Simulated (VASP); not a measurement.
# SnTe (P1) in VASP: settings compared

The runs below take SnTe through single point, with PBE, PBE+D3(BJ).

Program: VASP 6.6.1. These are calculated values, not measurements. Logs are shortened: lines on timing, memory, paths and dates and some standing lists are left out, and cuts for length are marked.

### 1 The cell of the first run

The typed cell holds 4 atoms: a = 7.741 Å, b = 4.570 Å, c = 4.455 Å, α = 59.66°, β = 71.82°, γ = 91.45°.

### 2 Single point, PBE, collinear spin, zero start

File INCAR:

```
  PREC = Accurate
  ENCUT = 520
  EDIFF = 1E-7
  ISMEAR = -1
  SIGMA = 0.0613
  LREAL = F
  LASPH = T
  NELM = 150
  ALGO = Normal
  ISIF = 2
  LWAVE = F
  LCHARG = F
  ISPIN = 2
  MAGMOM = 0 0 0 0
  LORBIT = 11
  GGA = PE
  NELECT = 41.0
  NBANDS = 32
```

File KPOINTS:

```
Automatic mesh
0
Gamma
  3 5 5
  0.5 0 0.5
```

File POSCAR:

```
SnTe
1.0
   -3.1319710000      6.4161970000      2.9920860000
    3.2543020000     -0.0470350000      3.2084860000
    3.1301140000      3.1685940000      0.0771530000
Sn Te
2 2
Direct
    0.0122020000      0.9880320000      0.0548500000
    0.4897860000      0.5105970000      0.9858800000
    0.2357820000      0.7123590000      0.5338840000
    0.7734210000      0.3079460000      0.4296230000
```

Potentials or basis: VASP PAW PBE potentials, release 64 (Sn_d, Te).

Started as:

```
$ cat potpaw_PBE.64/Sn_d/POTCAR potpaw_PBE.64/Te/POTCAR > POTCAR
$ mpirun -np 1 vasp_std > vasp.out
```

OUTCAR:

```text
PREC = Accurate
   ENCUT = 520
   EDIFF = 1E-7
   ISMEAR = -1
   LREAL = F
   LASPH = T
   NELM = 150
   ISIF = 2
   ISPIN = 2
   LORBIT = 11
   GGA = PE
   NELECT = 41.0

 ion  position               nearest neighbor table
   1  0.012  0.988  0.055-   4 2.90   3 2.96   3 2.97   4 3.00   3 3.24   4 3.54
   2  0.490  0.511  0.986-   3 3.08   3 3.17   4 3.25   3 3.28   4 3.29   4 3.36
   3  0.236  0.712  0.534-   1 2.96   1 2.97   2 3.08   2 3.17   1 3.24   2 3.28
   4  0.773  0.308  0.430-   1 2.90   1 3.00   2 3.25   2 3.29   2 3.36   1 3.54

  LATTYP: Found a triclinic cell.
 ALAT       =     4.4546104403
 B/A-ratio  =     1.0259568491
 C/A-ratio  =     1.9341325934
 COS(alpha) =     0.0146462391
 COS(beta)  =     0.4857864934
 COS(gamma) =     0.5051835802

  Lattice vectors:

 A1 = (   3.1301140000,   3.1685940000,   0.0771530000)
 A2 = (   3.2543020000,  -0.0470350000,   3.2084860000)
 A3 = (   6.1378970000,  -0.0319740000,  -6.0462660000)

Analysis of symmetry for initial positions (statically):
=====================================================================
 Subroutine PRICEL returns:
 Original cell was already a primitive cell.

 Routine SETGRP: Setting up the symmetry group for a
 triclinic supercell.

 Subroutine GETGRP returns: Found  1 space group operations
 (whereof  1 operations were pure point group operations)
 out of a pool of  2 trial point group operations.

The static configuration has the point symmetry C_1 .

Analysis of symmetry for dynamics (positions and initial velocities):
=====================================================================
 Subroutine PRICEL returns:
 Original cell was already a primitive cell.

 Routine SETGRP: Setting up the symmetry group for a
 triclinic supercell.

 Subroutine GETGRP returns: Found  1 space group operations
 (whereof  1 operations were pure point group operations)
 out of a pool of  2 trial point group operations.

The dynamic configuration has the point symmetry C_1 .

Analysis of structural, dynamic, and magnetic symmetry:
=====================================================================
 Subroutine PRICEL returns:
 Original cell was already a primitive cell.

 Routine SETGRP: Setting up the symmetry group for a
 triclinic supercell.

 Subroutine GETGRP returns: Found  1 space group operations
 (whereof  1 operations were pure point group operations)
 out of a pool of  2 trial point group operations.

The overall configuration has the point symmetry C_1 .

 Subroutine INISYM returns: Found  1 space group operations
 (whereof  1 operations are pure point group operations),
 and found     1 'primitive' translations

----------------------------------------------------------------------------------------

                                     Primitive cell

  volume of cell :     125.9722

  direct lattice vectors                    reciprocal lattice vectors
    -3.131971000  6.416197000  2.992086000    -0.080732233  0.077730218  0.083024551
     3.254302000 -0.047035000  3.208486000     0.071330625 -0.076264525  0.238206276
     3.130114000  3.168594000  0.077153000     0.164536369  0.157066670 -0.164583359

  length of vectors
     7.741408458  4.570238091  4.454610440     0.139473138  0.260089534  0.280766518

  position of ions in fractional coordinates (direct lattice)
     0.012202000  0.988032000  0.054850000
     0.489786000  0.510597000  0.985880000
     0.235782000  0.712359000  0.533884000
     0.773421000  0.307946000  0.429623000

  ion indices of the primitive-cell ions
   primitive index   ion index
                 1           1
                 2           2
                 3           3
                 4           4

----------------------------------------------------------------------------------------

 KPOINTS: Automatic mesh

Automatic generation of k-mesh.
 Grid dimensions read from file:
 generate k-points for:    3    5    5

 Generating k-lattice:

  Cartesian coordinates                     Fractional coordinates (reciprocal lattice)
    -0.026910744  0.025910073  0.027674850     0.333333333 -0.000000000 -0.000000000
     0.014266125 -0.015252905  0.047641255    -0.000000000  0.200000000  0.000000000
     0.032907274  0.031413334 -0.032916672    -0.000000000 -0.000000000  0.200000000

  Length of vectors
     0.046491046  0.052017907  0.056153304

  Shift w.r.t. Gamma in fractional coordinates (k-lattice)
     0.500000000  0.000000000  0.500000000

 Subroutine IBZKPT returns following result:
 ===========================================

 Found     38 irreducible k-points:

 Following reciprocal coordinates:
            Coordinates               Weight
  0.166667 -0.000000  0.100000      2.000000
  0.500000 -0.000000  0.100000      2.000000
 -0.166667  0.000000  0.100000      2.000000
  0.166667  0.200000  0.100000      2.000000
  0.500000  0.200000  0.100000      2.000000
 -0.166667  0.200000  0.100000      2.000000
[... 16 lines left out ...]
  0.500000  0.400000  0.300000      2.000000
 -0.166667  0.400000  0.300000      2.000000
 [... further k-points ...]
   k-points           NKPTS =     38   k-points in BZ     NKDIM =     38   number of bands    NBANDS=     32
   number of dos      NEDOS =    301   number of ions     NIONS =      4
   total plane-waves  NPLWV =  77760
   dimension x,y,z NGX =    60 NGY =   36 NGZ =   36
   dimension x,y,z NGXF=   120 NGYF=   72 NGZF=   72
   ions per type =               2   2
   NGX,Y,Z   is equivalent  to a cutoff of  12.88, 13.10, 13.44 a.u.
   NGXF,Y,Z  is equivalent  to a cutoff of  25.77, 26.19, 26.87 a.u.
 SYSTEM =  unknown system
   PREC   = accura    normal or accurate (medium, high low for compatibility)
   ISTART =      0    job   : 0-new  1-cont  2-samecut
   ICHARG =      2    charge: 1-file 2-atom 10-const
   ISPIN  =      2    spin polarized calculation?
   LNONCOLLINEAR =      F non collinear calculations
   LSORBIT =      F    spin-orbit coupling
   LASPH  =      T    aspherical Exc in radial PAW
   ENCUT  =  520.0 eV  38.22 Ry    6.18 a.u.  14.39  8.50  8.28*2*pi/ulx,y,z
   NELM   =    150;   NELMIN=  2; NELMDL= -5     # of ELM steps
   EDIFF  = 0.1E-06   stopping-criterion for ELM
   LREAL  =      F    real-space projection
   EDIFFG = 0.1E-05   stopping-criterion for IOM
   NSW    =      0    number of steps for IOM
   IBRION =     -1    ionic relax: 0-MD 1-quasi-New 2-CG
   NFREE  =      0    steps in history (QN), initial steepest desc. (CG)
   ISIF   =      2    stress and relaxation
   ISYM   =      2    0-nonsym 1-usesym 2-fastsym
   POTIM  = 0.5000    time-step for ionic-motion
   TEBEG  =    0.0;   TEEND  =   0.0 temperature during run
   PSTRESS=    0.0 pullay stress
   NELECT =      41.0000    total number of electrons
   NUPDOWN=      -1.0000    fix difference up-down
   EMIN   =  10.00;   EMAX   =-10.00  energy-range for DOS
   EFERMI =   0.00;   METHOD = LEGACY
   ISMEAR =    -1;   SIGMA  =   0.06  broadening in eV -4-tet -1-fermi 0-gaus
   EFERMI_NEDOS =   21; number of points for ismear=-14 and -15
   IALGO  =     38    algorithm
   IMIX   =      4    mixing-type and parameters
     AMIX     =   0.40;   BMIX     =  1.00
     AMIX_MAG =   1.60;   BMIX_MAG =  1.00
  volume/ion in A,a.u.               =      31.49       212.53
  Fermi-wavevector in a.u.,A,eV,Ry     =   1.126102  2.128025 17.253636  1.268106
  Thomas-Fermi vector in A             =   2.262783
   LORBIT       =     11    0 simple, 1 ext, 2 COOP (PROOUT), +10 PAW based schemes
   GGA     = PE    functional components
   LHFCALC =     F    Hartree Fock is set to
   AEXX    =    0.0000 exact exchange contribution
   IVDW    =     0    specifies the selected vdW correction
   LEPSILON=     F    determine dielectric tensor
   LRPA    =     F    only Hartree local field effects (RPA)
 spin polarized calculation
  energy-cutoff  :      520.00
  volume of cell :      125.97
 maximum number of plane-waves:      3414
 NGX is ok and might be reduce to    60
   NGX = 29   NGY = 17   NGZ = 17

 number of electron      41.0000002 magnetization      -0.0000059

 number of electron      41.0000002 magnetization       0.0000068

 Free energy of the ion-electron system (eV)
  ---------------------------------------------------
  ext. energy  EPLUGINS =         0.00000000
  ---------------------------------------------------
  free energy    TOTEN  =        -7.33615555 eV

  energy without entropy =       -7.28686729  energy(sigma->0) =       -7.31151142

 E-fermi :   7.4638     XC(G=0):  -9.6322

 val. band max:        7.4532461503   @ k =   0.1667   0.2000   0.1000
 cond. band min:       7.4695864090   @ k =   0.5000  -0.2000   0.3000
 fundamental gap:      0.0163402587
 Fermi energy:         7.4637604558

 spin component 1

 k-point     1 :       0.1667   -0.0000    0.1000
  band No.  band energies     occupation
      1     -14.8770      1.00000
      2     -14.8744      1.00000
      3     -14.8665      1.00000
      4     -14.8551      1.00000
      5     -14.8529      1.00000
      6     -14.8483      1.00000
[... 829 lines left out ...]
     31      14.7609      0.00000
     32      15.0541      0.00000

 [... further k-points ...]

 spin component 2

 k-point     1 :       0.1667   -0.0000    0.1000
  band No.  band energies     occupation
      1     -14.8770      1.00000
      2     -14.8744      1.00000
      3     -14.8665      1.00000
      4     -14.8551      1.00000
      5     -14.8529      1.00000
      6     -14.8483      1.00000
[... 829 lines left out ...]
     31      14.7609      0.00000
     32      15.0541      0.00000

 [... further k-points ...]

------------------------ aborting loop because EDIFF is reached ----------------------------------------

  FORCE on cell =-STRESS in cart. coord.  units (eV):
  Direction    XX          YY          ZZ          XY          YZ          ZX
  --------------------------------------------------------------------------------------
  -------------------------------------------------------------------------------------
  Total       13.7380335     13.6132491     16.5088867     -0.3354664     -0.5449831     -0.0234407
  in kB      174.7271466    173.1400758    209.9682356     -4.2666284     -6.9313663     -0.2981302
  external PRESSURE =     185.9451527 kB  Pullay stress =       0.0000000 kB

 VOLUME and BASIS-vectors are now :
 -----------------------------------------------------------------------------
  energy-cutoff  :      520.00
  volume of cell :      125.97
      direct lattice vectors                 reciprocal lattice vectors
    -3.131971000  6.416197000  2.992086000    -0.080732233  0.077730218  0.083024551
     3.254302000 -0.047035000  3.208486000     0.071330625 -0.076264525  0.238206276
     3.130114000  3.168594000  0.077153000     0.164536369  0.157066670 -0.164583359

 POSITION                                       TOTAL-FORCE (eV/Angst)
 -----------------------------------------------------------------------------------
      3.34882      0.20562      3.21083        -0.150482     -0.461013      0.115258
      3.21356      6.24240      3.17979        -0.131218      0.335229      0.075334
      3.25089      3.17098      3.03226        -0.215320      0.171595      1.028500
     -0.07541      6.30924      3.33533         0.497020     -0.045810     -1.219092
 -----------------------------------------------------------------------------------
    total drift:                                0.000033     -0.000061      0.000248

  FREE ENERGIE OF THE ION-ELECTRON SYSTEM (eV)
  ---------------------------------------------------
  free  energy   TOTEN  =        -7.3361555471 eV

  energy  without entropy=       -7.2868672874  energy(sigma->0) =       -7.31151142

 total charge

# of ion       s       p       d       tot
------------------------------------------
    1        1.352   0.950  10.003  12.305
    2        1.362   0.860   9.974  12.196
    3        1.411   1.997   0.053   3.461
    4        1.408   2.004   0.040   3.453
--------------------------------------------------
tot          5.533   5.811  20.071  31.415

 magnetization (x)

# of ion       s       p       d       tot
------------------------------------------
    1       -0.000   0.000  -0.000  -0.000
    2       -0.000   0.000   0.000   0.000
    3        0.000   0.000   0.000   0.000
    4        0.000   0.000   0.000   0.000
--------------------------------------------------
tot         -0.000   0.000   0.000   0.000
```

Run time: 3 min. Hardware: 1 thread of Intel Xeon 6975P-C (Granite Rapids), shared host; peak memory 0.46 GiB.

Results:

```
Free energy                                           : -7.3362 eV
Largest force                                         : 1.317 eV/Å
Net moment                                            : 0.00 μB per cell
Valence electrons inside the program's atomic spheres : Sn 12.30, 12.20; Te 3.46, 3.45
```

Forces in eV/Å, atoms in the order of the input:
```
Sn  -0.150 -0.461  0.115
Sn  -0.131  0.335  0.075
Te  -0.215  0.172  1.028
Te   0.497 -0.046 -1.219
```

Levels at points of the mesh, in eV from the Fermi level:
Spin up:
| k point | band 17 | band 18 | band 19 | band 20 | band 21 | band 22 | band 23 | band 24 |
| --- | --- | --- | --- | --- | --- | --- | --- | --- |
| (0.50, 0.00, 0.50) | -4.41 | -3.79 | -3.15 | -2.86 | 1.14 | 1.59 | 1.79 | 2.64 |
Spin down:
```csv
k point,band 18,band 19,band 20,band 21,band 22,band 23
"(0.50, 0.00, 0.50)",-3.79,-3.15,-2.86,1.14,1.59,1.79
```

Caveat: the cell carries a net charge on a neutralising background, which shifts energy and pressure; the cell is charged against a uniform background, so pressure and absolute levels hang on convention; no moment was typed at the start, so none could form; spin-orbit coupling is left out, which moves the levels of the heavy elements; forces of over 1 eV/Å act on the atoms, so gaps and moduli don't describe the material at rest.

[end of part 1 of 2]
